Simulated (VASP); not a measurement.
# Mo: single point with PBE

Crystal: Mo.

```xyz
1
Lattice="2.7355 0.0000 0.0000 -1.3678 2.3690 0.0000 0.0000 0.0000 2.5935" Properties=species:S:1:pos:R:3 pbc="T T T"
Mo    0.0000    0.0000    1.2968
```

This cell differs from its parent crystal: strain +0.000 along x and y, +0.015 along z.

| Item | Value |
| --- | --- |
| Program | VASP 6.6.1 |
| Task | single point |
| Functional | PBE |
| Potentials or basis | VASP PAW PBE potentials, release 64 (Mo_sv) |
| Cutoff | 520 eV |
| k mesh | 21 × 21 × 18 |
| Occupations | gaussian, width 0.15 eV |
| Spin | no spin polarisation |
| Dipole correction | no |
| Further INCAR settings | ALGO = Normal; EDIFF = 1e-06; NBANDS = 13 |

```json
{
 "Pressure": "0.9 GPa",
 "Band gap on the k mesh": "zero (band 7 reaches 12.16 eV, above the bottom of band 8 at 10.49 eV)"
}
```

Stress tensor (GPa, compression positive):
```
 4.73  0.00  0.00
 0.00  4.73  0.00
 0.00  0.00 -6.61
```

Levels at points of the mesh, in eV from the Fermi level:
```
           k point  band 5  band 6  band 7  band 8  band 9  band 10
(0.00, 0.00, 0.00)   -6.76   -4.25   -0.89   -0.89    3.95     3.95
(0.00, 0.00, 0.50)   -3.81   -0.15   -0.15   -0.13    0.93     0.93
```

Wall time 43 s on 1 thread of AMD EPYC 7R13 Processor (Zen 3), on a shared host, peak memory 0.17 GiB.

Caveat: the cell differs from its parent crystal (strain +0.000 along x and y, +0.015 along z).
